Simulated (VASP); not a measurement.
Here is a VASP 6.6.1 calculation.

File INCAR:

```
SYSTEM = InP
PREC     = Accurate       ! precision mode
ENCUT    = 520            ! plane-wave cutoff, eV
EDIFF    = 1E-6           ! SCF threshold, eV
ISMEAR   = 0              ! smearing method
SIGMA    = 0.15           ! smearing width, eV
LREAL    = .FALSE.        ! projectors in reciprocal space
LASPH    = .TRUE.         ! aspherical terms in the spheres
NELM     = 60             ! most SCF steps
ALGO     = Normal         ! electronic algorithm
ISIF     = 2              ! what is computed and relaxed
LWAVE    = .FALSE.        ! write WAVECAR
LCHARG   = .FALSE.        ! write CHGCAR
GGA      = PE             ! functional
NBANDS   = 16             ! bands
```

The input KPOINTS:

```
regular mesh
0
G
  18 18 18
  0 0 0
```

File POSCAR:

```
InP
1.0
    0.0000000000      2.8625452644      2.8070035481
    2.6409324313      0.0000000000      2.8070035481
    2.6409324313      2.8625452644      0.0000000000
In P
1 1
Direct
    0.0000000000      0.0000000000      0.0000000000
    0.5000000000      0.5000000000      0.5000000000
```

Potentials or basis: VASP PAW PBE potentials, release 64 (In_d, P).

Command:

```console
$ cat potpaw_PBE.64/In_d/POTCAR potpaw_PBE.64/P/POTCAR > POTCAR
$ mpirun -np 1 vasp_std > vasp.out
```

Problem. Predict the band gap on the k mesh.

Solution. Zero (band 9 reaches 7.38 eV, above the bottom of band 10 at 4.61 eV).

Problem. Estimate the pressure.

Solution. 0.9 GPa.

Stress tensor (GPa, compression positive):
```
 6.64  0.00  0.00
 0.00 -2.73  0.00
 0.00  0.00 -1.29
```

Caveat: the cell differs from its parent crystal (strain +e along x and -e along y -0.0400, strain +e along z and -e/2 along x and y +0.0133); spin-orbit coupling is left out, which moves the levels of the heavy elements.
